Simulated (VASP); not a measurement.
Runs of VASP 6.6.1 on BiB. It takes space group Fm-3m (No. 225, cubic). Conventional cell: a = 5.254 Å, b = 5.254 Å, c = 5.254 Å, α = 90.00°, β = 90.00°, γ = 90.00°. B (site symmetry m-3m) has 6 Bi at 2.63 Å within 3.5 Å. Within 3.5 Å of Bi (site symmetry m-3m) lie 6 B at 2.63 Å. 

```csv
level,k mesh,smearing,gap on the mesh (eV),pressure (GPa)
r2SCAN,6 × 6 × 6,fermi-dirac 0.02 eV,none,0.5
PBE,6 × 6 × 6,fermi-dirac 0.02 eV,none,1.3
PBE,6 × 6 × 6,gaussian 0.001 eV,none,1.3
PBE,"6 × 6 × 6, shifted",fermi-dirac 0.02 eV,none,(a)
```

Alike in all rows: task single point; potentials or basis VASP PAW PBE potentials, release 64 (B, Bi_d); no spin polarisation; cell as given; cutoff (eV) 520.

Problem. Fill in the values left out.

Solution. (a) 1.1.

Caveats: the structure was generated, so it needn't be the stable form of BiB; spin-orbit coupling is left out, which moves the levels of the heavy elements; the PAW data sets were made with another functional, which shifts forces and pressure a little (at least some runs).

A k mesh can miss the band edges, and the runs leave out spin-orbit coupling on Bi.

A gap of «none» marks levels without a gap at the run's occupations.
